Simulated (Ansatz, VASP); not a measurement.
## Two plane-wave programs on BeS

```
Be S
1.0
     0.00000    2.42532    2.38666
     2.38666    0.00000    2.38666
     2.38666    2.42532    0.00000
Be S
1 1
Direct
  0.00000 0.00000 0.00000
  0.75000 0.75000 0.75000
```

Alike in both runs: task single point; functional PBEsol; k mesh 10 × 10 × 10; occupations gaussian, width 0.05 eV; no spin polarisation.

|  | VASP | Ansatz |
| --- | --- | --- |
| version | VASP 6.6.1 | Ansatz 0.2.0 |
| potentials or method | VASP PAW PBE potentials, release 64 (Be, S), cutoff 520 eV | scalar-relativistic, plane waves, PAW |
| valence electrons in the cell | 8 | 8 |

|  | VASP | Ansatz | Ansatz less VASP |
| --- | --- | --- | --- |
| gap on the k mesh at the Fermi level (eV) | 2.78 | 2.78 | -0.003 |
| least direct gap on the mesh (eV) | 5.56 | 5.53 | -0.029 |
| pressure (GPa) | 2.6 | 2.5 | -0.17 |
| traceless stress, the component that is largest in VASP (GPa) | -1.06 | -1.06 | -0.006 |

VASP's potentials were made for PBE, not for PBEsol. With one functional, cell and mesh, what is left measures potentials, basis and numerics.
